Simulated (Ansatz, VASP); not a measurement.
**Two plane-wave programs on Be**

Contents of INCAR:

```
PREC = Accurate ; ENCUT = 520
EDIFF = 1E-6 ; ISMEAR = -1
SIGMA = 0.05 ; LREAL = False
LASPH = True ; NELM = 80
ALGO = Normal ; ISIF = 2
LWAVE = False ; LCHARG = False
GGA = PS ; NBANDS = 9
```

File KPOINTS:

```
Automatic mesh
0
Gamma
  11 11 6
```

Contents of POSCAR:

```
Be
1.0
    2.2853000000      0.0000000000      0.0000000000
   -1.1426500000      1.9791278553      0.0000000000
    0.0000000000      0.0000000000      3.6200420000
Be
2
Direct
    0.6666666667      0.3333333333      0.7500000000
    0.3333333333      0.6666666667      0.2500000000
```

input.yaml

```yaml
crystal:
  lattice:
    - [2.2853, 0.0, 0.0]
    - [-1.14265, 1.9791278553, 0.0]
    - [0.0, 0.0, 3.620042]
  atoms:
    - { symbol: Be, position: [0.6666666667, 0.3333333333, 0.75] }
    - { symbol: Be, position: [0.3333333333, 0.6666666667, 0.25] }
hamiltonian:
  xc: pbesol
  pseudopotentials: { kind: paw }
kpoints:
  mp_grid: { grid: [11, 11, 6] }
  band_path:
    path:
      - [[0.0, 0.0, 0.0], [0.5, 0.0, 0.0], [0.3333333333, 0.3333333333, 0.0], [0.0, 0.0, 0.0], [0.0, 0.0, 0.5], [0.5, 0.0, 0.5], [0.3333333333, 0.3333333333, 0.5], [0.0, 0.0, 0.5]]
      - [[0.5, 0.0, 0.5], [0.5, 0.0, 0.0]]
      - [[0.3333333333, 0.3333333333, 0.0], [0.3333333333, 0.3333333333, 0.5]]
    npoints: 14
scf:
  occupations: { method: fermi_dirac, width: 0.05 }
  n_extra_bands: 6
output:
  forces: true
  stress: true
  eigenvalues: true
  fatbands: true
```

Alike in both runs: functional PBEsol; k mesh 11 × 11 × 6; occupations fermi-dirac, width 0.05 eV; no spin polarisation.

|  | VASP | Ansatz |
| --- | --- | --- |
| version | VASP 6.6.1 | Ansatz 0.2.0 |
| potentials or method | VASP PAW PBE potentials, release 64 (Be) | Ansatz PAW |
| plane-wave cutoff (eV) | 520 | 420 |
| valence electrons in the cell | 4 | 4 |
| task | single point | band structure |

```csv
,VASP,Ansatz,Ansatz less VASP
gap on the k mesh at the Fermi level (eV),none,none,-
pressure (GPa),-4.8,-5.1,-0.33
"traceless stress, the component that is largest in VASP (GPa)",-1.37,-1.41,-0.043
```

VASP's potentials were made for PBE, not for PBEsol. A gap of «none» marks a metal or a gap that the smearing closes. The functional is the same, so the differences come from potentials, cutoffs and numerics.
